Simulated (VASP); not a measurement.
# Si8HS16 (a cell with a defect) in VASP: notebook

The runs below take Si8HS16 (a cell with a defect) through single point, with PBE.

Everything below comes from runs of VASP 6.6.1. Logs are shortened: lines on timing, memory, paths and dates and some standing lists are left out, and cuts for length are marked.

## Step 1: The cell of the first run

The cell holds a defect, 25 atoms: a = 8.476 Å, b = 8.476 Å, c = 11.088 Å, α = 90.00°, β = 90.00°, γ = 97.43°.

## Step 2: Single point, PBE

The input, INCAR:

```
ALGO = Normal
EDIFF = 1E-6
ENCUT = 400
GGA = PE
GGA_COMPAT = F
ISIF = 2
ISMEAR = 0
LASPH = T
LCHARG = F
LREAL = F
LWAVE = F
NBANDS = 82
NELECT = 130.0
NELM = 120
PREC = Accurate
SIGMA = 0.02
```

The input, KPOINTS:

```
Automatic mesh
0
Gamma
  2 2 2
  0.5 0.5 0.5
```

The input, POSCAR:

```
Si8HS16
1.0
   -6.3694089842      0.0000000000      5.5926732962
    6.3694089842      0.0000000000      5.5926732962
    0.0000000000     11.0875936402      0.0000000000
Si S H
8 16 1
Direct
    0.4241434240      0.3228750015     -0.0001738880
    0.8777912179      0.3693016535      0.4983597144
    0.7979446641      0.9489955705     -0.0001758722
    0.3777822878      0.8690611502      0.5011645611
    0.1292407479      0.1213932380     -0.0094638209
    0.6278567060      0.1191107599      0.4998302770
    0.6256517664      0.6177505623      0.0090479506
    0.1276836009      0.6192836862      0.4996984179
    0.0929866337      0.4051336484      0.3939928845
    0.6573324197      0.3878713121      0.9262582426
    0.5935442180      0.9024212276      0.3974376355
   -0.0049952399      0.9534704537      0.8722446289
    0.9609093227      0.1346254378      0.1253717484
    0.4123365343      0.0857016761      0.6041284716
    0.4279352863      0.5193878844      0.1230149701
    0.9118167186      0.5839806501      0.6035133697
    0.8447669640      0.1534098835      0.6019472048
    0.3590839950      0.0896743835      0.0733682191
    0.3420627943      0.6535573152      0.6051644043
    0.7936759325      0.7518745659      0.1273360159
    0.2276462279      0.3191393321      0.8766235773
    0.6608443094      0.3348475011      0.3957703666
    0.6122677939      0.7860559747      0.8742125040
    0.1629677297      0.8353721883      0.3961547602
    0.6811046131      0.0656329092     -0.0001536853
```

Potentials or basis: VASP PAW PBE potentials, release 64 (Si, S, H).

Command:

```console
cat potpaw_PBE.64/Si/POTCAR potpaw_PBE.64/S/POTCAR potpaw_PBE.64/H/POTCAR > POTCAR
mpirun -np 1 vasp_std > vasp.out
```

OUTCAR:

```text
EDIFF = 1E-6
   ENCUT = 400
   GGA = PE
   ISIF = 2
   ISMEAR = 0
   LASPH = T
   LREAL = F
   NELECT = 130.0
   NELM = 120
   PREC = Accurate

 ion  position               nearest neighbor table
   1  0.424  0.323  1.000-  10 2.14  18 2.14  15 2.15  21 2.15   7 2.84   5 2.84
   2  0.878  0.369  0.498-  17 2.15   9 2.15  16 2.15  22 2.15   8 2.80   6 2.80
   3  0.798  0.949  1.000-  25 1.49  12 2.19  20 2.19  13 2.40  23 2.40   7 2.99   5 3.00
   4  0.378  0.869  0.501-  11 2.15  19 2.15  24 2.15  14 2.15   8 2.80   6 2.80
   5  0.129  0.121  0.991-  13 2.08  12 2.15  21 2.18  18 2.20   1 2.84   3 3.00
   6  0.628  0.119  0.500-  17 2.15  11 2.15  14 2.15  22 2.15   4 2.80   2 2.80
   7  0.626  0.618  0.009-  23 2.08  20 2.15  15 2.18  10 2.20   1 2.84   3 2.99
   8  0.128  0.619  0.500-   9 2.15  19 2.15  24 2.15  16 2.15   2 2.80   4 2.80
   9  0.093  0.405  0.394-   2 2.15   8 2.15
  10  0.657  0.388  0.926-   1 2.14   7 2.20
  11  0.594  0.902  0.397-   6 2.15   4 2.15
  12  0.995  0.953  0.872-   5 2.15   3 2.19
  13  0.961  0.135  0.125-   5 2.08   3 2.40
  14  0.412  0.086  0.604-   6 2.15   4 2.15
[... 8 lines left out ...]
  23  0.612  0.786  0.874-   7 2.08   3 2.40
  24  0.163  0.835  0.396-   4 2.15   8 2.15
  25  0.681  0.066  1.000-   3 1.49

  LATTYP: Found a base centered orthorhombic cell.
 ALAT       =    11.1853465924
 B/A-ratio  =     1.1388845096
 C/A-ratio  =     0.9912606238

  Lattice vectors:

 A1 = (  -6.3694089842,   0.0000000000,   5.5926732962)
 A2 = (   6.3694089842,   0.0000000000,   5.5926732962)
 A3 = (   0.0000000000,  11.0875936402,   0.0000000000)

Analysis of symmetry for initial positions (statically):
=====================================================================
 Subroutine PRICEL returns:
 Original cell was already a primitive cell.

 Routine SETGRP: Setting up the symmetry group for a
 base centered orthorhombic supercell.

 Subroutine GETGRP returns: Found  1 space group operations
 (whereof  1 operations were pure point group operations)
 out of a pool of  8 trial point group operations.

The static configuration has the point symmetry C_1 .

Analysis of symmetry for dynamics (positions and initial velocities):
=====================================================================
 Subroutine PRICEL returns:
 Original cell was already a primitive cell.

 Routine SETGRP: Setting up the symmetry group for a
 base centered orthorhombic supercell.

 Subroutine GETGRP returns: Found  1 space group operations
 (whereof  1 operations were pure point group operations)
 out of a pool of  8 trial point group operations.

The dynamic configuration has the point symmetry C_1 .

 Subroutine INISYM returns: Found  1 space group operations
 (whereof  1 operations are pure point group operations),
 and found     1 'primitive' translations

----------------------------------------------------------------------------------------

                                     Primitive cell

  volume of cell :     789.9250

  direct lattice vectors                    reciprocal lattice vectors
    -6.369408984  0.000000000  5.592673296    -0.078500219  0.000000000  0.089402683
     6.369408984  0.000000000  5.592673296     0.078500219  0.000000000  0.089402683
     0.000000000 11.087593640  0.000000000     0.000000000  0.090190896  0.000000000

  length of vectors
     8.476282523  8.476282523 11.087593640     0.118975309  0.118975309  0.090190896

  position of ions in fractional coordinates (direct lattice)
     0.424143424  0.322875002  0.999826112
     0.877791218  0.369301654  0.498359714
     0.797944664  0.948995571  0.999824128
     0.377782288  0.869061150  0.501164561
     0.129240748  0.121393238  0.990536179
     0.627856706  0.119110760  0.499830277
[... 17 lines left out ...]
     0.162967730  0.835372188  0.396154760
     0.681104613  0.065632909  0.999846315

  ion indices of the primitive-cell ions
   primitive index   ion index
                 1           1
                 2           2
                 3           3
                 4           4
                 5           5
                 6           6
[... 17 lines left out ...]
                24          24
                25          25

----------------------------------------------------------------------------------------

 KPOINTS: Automatic mesh

Automatic generation of k-mesh.
 Grid dimensions read from file:
 generate k-points for:    2    2    2

 Generating k-lattice:

  Cartesian coordinates                     Fractional coordinates (reciprocal lattice)
    -0.039250109  0.000000000  0.044701342     0.500000000  0.000000000  0.000000000
     0.039250109  0.000000000  0.044701342     0.000000000  0.500000000  0.000000000
     0.000000000  0.045095448  0.000000000     0.000000000  0.000000000  0.500000000

  Length of vectors
     0.059487655  0.059487655  0.045095448

  Shift w.r.t. Gamma in fractional coordinates (k-lattice)
     0.500000000  0.500000000  0.500000000

 Subroutine IBZKPT returns following result:
 ===========================================

 Found      4 irreducible k-points:

 Following reciprocal coordinates:
            Coordinates               Weight
  0.250000  0.250000  0.250000      2.000000
 -0.250000 -0.250000  0.250000      2.000000
 -0.250000  0.250000  0.250000      2.000000
  0.250000 -0.250000  0.250000      2.000000
   k-points           NKPTS =      4   k-points in BZ     NKDIM =      4   number of bands    NBANDS=     82
   number of dos      NEDOS =    301   number of ions     NIONS =     25
   total plane-waves  NPLWV = 225792
   dimension x,y,z NGX =    56 NGY =   56 NGZ =   72
   dimension x,y,z NGXF=   112 NGYF=  112 NGZF=  144
   ions per type =               8  16   1
   NGX,Y,Z   is equivalent  to a cutoff of  10.98, 10.98, 10.80 a.u.
   NGXF,Y,Z  is equivalent  to a cutoff of  21.97, 21.97, 21.59 a.u.
 SYSTEM =  unknown system
   PREC   = accura    normal or accurate (medium, high low for compatibility)
   ISTART =      0    job   : 0-new  1-cont  2-samecut
   ICHARG =      2    charge: 1-file 2-atom 10-const
   ISPIN  =      1    spin polarized calculation?
   LNONCOLLINEAR =      F non collinear calculations
   LSORBIT =      F    spin-orbit coupling
   LASPH  =      T    aspherical Exc in radial PAW
   ENCUT  =  400.0 eV  29.40 Ry    5.42 a.u.  13.82 13.82 18.08*2*pi/ulx,y,z
   NELM   =    120;   NELMIN=  2; NELMDL= -5     # of ELM steps
   EDIFF  = 0.1E-05   stopping-criterion for ELM
   LREAL  =      F    real-space projection
   EDIFFG = 0.1E-04   stopping-criterion for IOM
   NSW    =      0    number of steps for IOM
   IBRION =     -1    ionic relax: 0-MD 1-quasi-New 2-CG
   NFREE  =      0    steps in history (QN), initial steepest desc. (CG)
   ISIF   =      2    stress and relaxation
   ISYM   =      2    0-nonsym 1-usesym 2-fastsym
   POTIM  = 0.5000    time-step for ionic-motion
   TEBEG  =    0.0;   TEEND  =   0.0 temperature during run
   PSTRESS=    0.0 pullay stress
   NELECT =     130.0000    total number of electrons
   NUPDOWN=      -1.0000    fix difference up-down
   EMIN   =  10.00;   EMAX   =-10.00  energy-range for DOS
   EFERMI =   0.00;   METHOD = LEGACY
   ISMEAR =     0;   SIGMA  =   0.02  broadening in eV -4-tet -1-fermi 0-gaus
   EFERMI_NEDOS =   21; number of points for ismear=-14 and -15
   IALGO  =     38    algorithm
   IMIX   =      4    mixing-type and parameters
     AMIX     =   0.40;   BMIX     =  1.00
     AMIX_MAG =   1.60;   BMIX_MAG =  1.00
  volume/ion in A,a.u.               =      31.60       213.23
  Fermi-wavevector in a.u.,A,eV,Ry     =   0.897141  1.695350 10.950809  0.804862
  Thomas-Fermi vector in A             =   2.019688
   LORBIT       =      0    0 simple, 1 ext, 2 COOP (PROOUT), +10 PAW based schemes
   GGA     = PE    functional components
   LHFCALC =     F    Hartree Fock is set to
   AEXX    =    0.0000 exact exchange contribution
   IVDW    =     0    specifies the selected vdW correction
   LEPSILON=     F    determine dielectric tensor
   LRPA    =     F    only Hartree local field effects (RPA)
 non-spin polarized calculation
 Gauss-broadening in eV      SIGMA  =   0.02
  energy-cutoff  :      400.00
  volume of cell :      789.93
 maximum number of plane-waves:     14351
   NGX = 27   NGY = 27   NGZ = 37

 number of electron     130.0000006 magnetization

 Free energy of the ion-electron system (eV)
  ---------------------------------------------------
  ext. energy  EPLUGINS =         0.00000000
  ---------------------------------------------------
  free energy    TOTEN  =      -126.49039747 eV

  energy without entropy =     -126.49039747  energy(sigma->0) =     -126.49039747

 E-fermi :   0.6926     XC(G=0):  -6.9199

 val. band max:        0.5918915328   @ k =   0.2500   0.2500   0.2500
 cond. band min:       2.9091457429   @ k =   0.2500   0.2500   0.2500
 fundamental gap:      2.3172542102
 Fermi energy:         0.6925721593

 k-point     1 :       0.2500    0.2500    0.2500
  band No.  band energies     occupation
      1     -14.5105      2.00000
      2     -14.4949      2.00000
      3     -13.5988      2.00000
      4     -13.1999      2.00000
      5     -13.1848      2.00000
      6     -13.1750      2.00000
[... 69 lines left out ...]
     76       4.3606      0.00000
     77       4.5411      0.00000

 k-point     2 :      -0.2500   -0.2500    0.2500
  band No.  band energies     occupation
      1     -14.5105      2.00000
      2     -14.4949      2.00000
      3     -13.5987      2.00000
      4     -13.1960      2.00000
      5     -13.1862      2.00000
      6     -13.1778      2.00000
[... 69 lines left out ...]
     76       4.3892      0.00000
     77       4.5454      0.00000

 k-point     3 :      -0.2500    0.2500    0.2500
  band No.  band energies     occupation
      1     -14.7070      2.00000
      2     -13.9333      2.00000
      3     -13.9332      2.00000
      4     -13.6623      2.00000
      5     -12.8708      2.00000
      6     -12.7724      2.00000
[... 69 lines left out ...]
     76       4.3936      0.00000
     77       4.6424      0.00000

 k-point     4 :       0.2500   -0.2500    0.2500
  band No.  band energies     occupation
      1     -14.7070      2.00000
      2     -13.9333      2.00000
      3     -13.9332      2.00000
      4     -13.6623      2.00000
      5     -12.8708      2.00000
      6     -12.7724      2.00000
[... 69 lines left out ...]
     76       4.3938      0.00000
     77       4.6427      0.00000
 [bands above 77 left out]

------------------------ aborting loop because EDIFF is reached ----------------------------------------

  FORCE on cell =-STRESS in cart. coord.  units (eV):
  Direction    XX          YY          ZZ          XY          YZ          ZX
  --------------------------------------------------------------------------------------
  -------------------------------------------------------------------------------------
  Total        6.4586621      5.8247328      3.2510045      0.0091431      0.2104563      0.0054029
  in kB       13.0998785     11.8141018      6.5938988      0.0185446      0.4268611      0.0109586
  external PRESSURE =      10.5026263 kB  Pullay stress =       0.0000000 kB

 VOLUME and BASIS-vectors are now :
 -----------------------------------------------------------------------------
  energy-cutoff  :      400.00
  volume of cell :      789.93
      direct lattice vectors                 reciprocal lattice vectors
    -6.369408984  0.000000000  5.592673296    -0.078500219  0.000000000  0.089402683
     6.369408984  0.000000000  5.592673296     0.078500219  0.000000000  0.089402683
     0.000000000 11.087593640  0.000000000     0.000000000  0.090190896  0.000000000

 POSITION                                       TOTAL-FORCE (eV/Angst)
 -----------------------------------------------------------------------------------
     -0.64502     11.08567      4.17783         0.106459     -0.000148     -0.000144
     -3.23878      5.52561      6.97458         0.004954     -0.003947     -0.000517
      0.96211     11.08564      9.77007        -0.101566     -0.000084      0.001435
      3.12916      5.55671      6.97319         0.005252      0.004145      0.000771
     -0.04998     10.98266      1.40171         0.010656      0.013873      0.003851
     -3.24041      5.54192      4.17754         0.004114     -0.000087      0.000191
[... 17 lines left out ...]
      4.28282      4.39240      5.58339        -0.023196      0.032828      0.001406
     -3.92019     11.08589      4.17626        -0.092303      0.001281      0.001788
 -----------------------------------------------------------------------------------
    total drift:                               -0.000106      0.000150     -0.000085

  FREE ENERGIE OF THE ION-ELECTRON SYSTEM (eV)
  ---------------------------------------------------
  free  energy   TOTEN  =      -126.4903974706 eV

  energy  without entropy=     -126.4903974706  energy(sigma->0) =     -126.49039747
```

Run time: 2.7 min. Hardware: 1 thread of Intel Xeon 6975P-C (Granite Rapids), shared host; peak memory 0.56 GiB.

What came out:

```yaml
Free_energy: -126.4904 eV
Largest_force: 0.120 eV/Å
```

Forces on the atoms (eV/Å):
```
Si   0.106  0.000  0.000
Si   0.005 -0.004 -0.001
Si  -0.102  0.000  0.001
Si   0.005  0.004  0.001
Si   0.011  0.014  0.004
Si   0.004  0.000  0.000
Si   0.011 -0.014 -0.004
Si   0.007  0.000  0.000
S    0.036  0.028  0.002
S    0.016  0.081 -0.054
S    0.037  0.031 -0.002
S   -0.024  0.033  0.024
S   -0.095  0.027 -0.009
S   -0.028 -0.026  0.002
S    0.104 -0.058  0.014
S   -0.023 -0.033 -0.002
S    0.037 -0.031  0.002
S    0.017 -0.082  0.054
S    0.037 -0.028 -0.002
S   -0.022 -0.038 -0.026
S    0.104  0.058 -0.015
S   -0.028  0.025 -0.002
S   -0.100 -0.023  0.009
S   -0.023  0.033  0.001
H   -0.092  0.001  0.002
```

Levels at points of the mesh, in eV from the Fermi level:
```tsv
k point	band 61	band 62	band 63	band 64	band 65	band 66	band 67	band 68	band 69	band 70
(0.25, 0.25, 0.25)	-0.99	-0.91	-0.64	-0.52	-0.10	2.22	2.44	2.95	3.10	3.16
```

Caveat: the cell carries a net charge on a neutralising background, which shifts energy and pressure; the cell is charged against a uniform background, so pressure and absolute levels hang on convention.

## Step 3: Single point, PBE

The input, INCAR:

```
SYSTEM = Si8HS16
ALGO = Normal ; EDIFF = 1E-6
ENCUT = 400 ; GGA = PE
GGA_COMPAT = .False. ; ISIF = 2
ISMEAR = 0 ; LASPH = .True.
LCHARG = .True. ; LELF = .True.
LREAL = .False. ; LVHAR = .True.
LWAVE = .False. ; NBANDS = 82
NELECT = 130.0 ; NELM = 120
PREC = Accurate ; SIGMA = 0.02
```

KPOINTS is that of step 2.

The input, POSCAR:

```
Si8HS16
1.0
   -6.3694089842      0.0000000000      5.5926732962
    6.3694089842      0.0000000000      5.5926732962
    0.0000000000     11.0875936402      0.0000000000
Si S H
8 16 1
Direct
    0.4152594381      0.3252349160     -0.0003778097
    0.8748768217      0.3763745261      0.4973608502
    0.8152934669      0.9252188935      0.0001591869
    0.3749427491      0.8754986104      0.5021388031
    0.1348310152      0.1086350211     -0.0023282780
    0.6259694900      0.1249286543      0.5000042552
    0.6324962701      0.6053107022      0.0018094097
    0.1238574819      0.6269975704      0.4994538202
    0.0888809010      0.4143914790      0.3917269284
    0.6493451887      0.3706287482      0.9254137853
    0.5897610433      0.9087906432      0.3970002999
    0.0150166295      0.9377348934      0.8755180173
    0.9703592426      0.1000431719      0.1370410072
    0.4123806524      0.0908137684      0.6065862637
    0.4230471387      0.5322591553      0.1120067203
    0.9083689118      0.5901346761      0.6034912730
    0.8443575414      0.1597021815      0.6003187180
    0.3695885555      0.0909636462      0.0733027406
    0.3386329309      0.6588315561      0.6047111950
    0.8038565976      0.7246194186      0.1239753227
    0.2076995647      0.3184613326      0.8878529751
    0.6569407491      0.3407906942      0.3960236227
    0.6406365410      0.7701796433      0.8627951484
    0.1593378336      0.8447445976      0.3980839435
    0.6983341473      0.0411034670      0.0006043692
```

Potentials or basis: VASP PAW PBE potentials, release 64 (Si, S, H).

Command:

```console
cat potpaw_PBE.64/Si/POTCAR potpaw_PBE.64/S/POTCAR potpaw_PBE.64/H/POTCAR > POTCAR
mpirun -np 1 vasp_std > vasp.out
```

It took 2.6 min on 1 thread of Intel Xeon 6975P-C (Granite Rapids), shared host; peak memory 0.56 GiB.

The run converged. Its results:

* Free energy: -126.5820 eV
* Largest force: 0.052 eV/Å

Forces on the atoms (eV/Å):
```
Si   0.010 -0.004  0.003
Si   0.001  0.000  0.000
Si  -0.016 -0.003 -0.007
Si  -0.001 -0.001 -0.001
Si   0.009  0.008  0.003
Si  -0.001  0.002  0.000
Si   0.002 -0.012  0.000
Si   0.002 -0.003 -0.001
S    0.030  0.031  0.000
S    0.044  0.028 -0.004
S    0.030  0.031  0.000
S    0.016  0.039  0.001
S   -0.018 -0.026  0.022
S   -0.029 -0.031  0.000
S   -0.030 -0.033  0.001
S   -0.030 -0.031 -0.001
S    0.031 -0.028 -0.002
S    0.031 -0.019  0.005
S    0.030 -0.029  0.003
S    0.018 -0.043 -0.003
S   -0.031  0.034  0.001
S   -0.030  0.027  0.001
S   -0.020  0.033 -0.019
S   -0.032  0.029 -0.002
H   -0.015  0.000  0.000
```

Levels at points of the mesh, in eV from the Fermi level:
| k point | band 62 | band 63 | band 64 | band 65 | band 66 | band 67 | band 68 | band 69 |
| --- | --- | --- | --- | --- | --- | --- | --- | --- |
| (0.25, 0.25, 0.25) | -0.99 | -0.65 | -0.57 | -0.09 | 2.17 | 2.39 | 2.90 | 3.07 |

Caveat: the cell carries a net charge on a neutralising background, which shifts energy and pressure; the cell is charged against a uniform background, so pressure and absolute levels hang on convention.
